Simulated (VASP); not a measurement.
Runs of VASP 6.6.1 on Bi2Te3. The structure is that of space group R-3m (No. 166), or close to it. The cells are those of the table. 

```csv
cell,gap on the mesh (eV),pressure (GPa),largest force (eV/Å)
"a = 10.335 Å, angles 24.2°, 5 atoms",0.25,1.9,0.23
"a = 10.614 Å, angles 24.2°, 5 atoms",0.30,-2.2,0.26
"a = 10.262 Å, angles 24.2°, 5 atoms",0.24,3.3,0.38
"a = 10.546 Å, angles 24.2°, 5 atoms",(a),(b),0.15
"a = 10.476 Å, angles 24.2°, 5 atoms",0.28,-0.4,0.03
```

Alike in all rows: task single point; level PBE+D4; potentials or basis VASP PAW PBE potentials, release 64 (Bi_d, Te); no spin polarisation; k mesh 6 × 6 × 6; cutoff (eV) 520; smearing gaussian 0.01 eV.

Q: Estimate the missing entries.

A: (a) 0.29; (b) -1.3.

Caveats: spin-orbit coupling is left out, which moves the levels of the heavy elements; the cell stands under pressure (at least some runs).

A k mesh can miss the band edges, and the runs leave out spin-orbit coupling on Bi, Te.
